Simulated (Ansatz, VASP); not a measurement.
One calculation of ZnSe, two programs

Contents of POSCAR:

```
ZnSe
1.0
    4.0075980000      0.0000000000      0.0000000000
    2.0037990000      3.4706816762      0.0000000000
    2.0037990000      1.1568938921      3.2721900647
Zn Se
1 1
Direct
    0.0000000000      0.0000000000      0.0000000000
    0.2500000000      0.2500000000      0.2500000000
```

File INCAR.step1:

```
  PREC = Accurate
  ENCUT = 400
  EDIFF = 1E-5
  ISMEAR = 0
  SIGMA = 0.01
  LREAL = False
  LASPH = True
  NELM = 120
  ALGO = Normal
  ISIF = 2
  LWAVE = True
  LCHARG = False
  GGA = PE
  NBANDS = 16
  GGA_COMPAT = False
```

File INCAR.step2:

```
  PREC = Accurate
  ENCUT = 400
  EDIFF = 1E-6
  ISMEAR = 0
  SIGMA = 0.01
  LREAL = False
  LASPH = True
  NELM = 120
  ALGO = Normal
  ISIF = 2
  LWAVE = False
  LCHARG = False
  GGA = PE
  LHFCALC = True
  HFSCREEN = 0.2079
  PRECFOCK = Normal
  ISTART = 1
  NBANDS = 16
  GGA_COMPAT = False
```

Contents of KPOINTS:

```
Automatic mesh
0
Gamma
  4 4 4
```

Input for Ansatz:

```yaml
crystal:
  lattice:
    - [4.007598, 0.0, 0.0]
    - [2.0037990000000003, 3.470681676155708, 0.0]
    - [2.0037990000000003, 1.156893892051903, 3.272190064732792]
  atoms:
    - { symbol: Zn, position: [0.0, 0.0, 0.0] }
    - { symbol: Se, position: [0.25000000000000006, 0.24999999999999997, 0.25] }
basis:
  ecutwfc: 470.0
kpoints:
  mp_grid:
    grid: [4, 4, 4]
hamiltonian:
  xc: hse06
scf:
  occupations:
    method: fixed
output:
  eigenvalues: true
```

Alike in both runs: task single point; functional HSE06; k mesh 4 × 4 × 4; no spin polarisation.

|  | VASP | Ansatz |
| --- | --- | --- |
| version | VASP 6.6.1 | Ansatz 0.2.0 |
| potentials or method | VASP PAW PBE potentials, release 64 (Zn, Se), cutoff 400 eV | plane waves, PAW |
| occupations | gaussian, width 0.01 eV | fixed |
| valence electrons in the cell | 18 | 28 |

|  | VASP | Ansatz | Ansatz less VASP |
| --- | --- | --- | --- |
| gap on the k mesh at the Fermi level (eV) | 2.43 | 2.44 | +0.012 |

VASP's potentials hold 18 valence electrons a cell and Ansatz's 28, so a difference there can come from the potentials and not from the codes.

The k mesh is coarse, so the values compare programs but aren't converged.
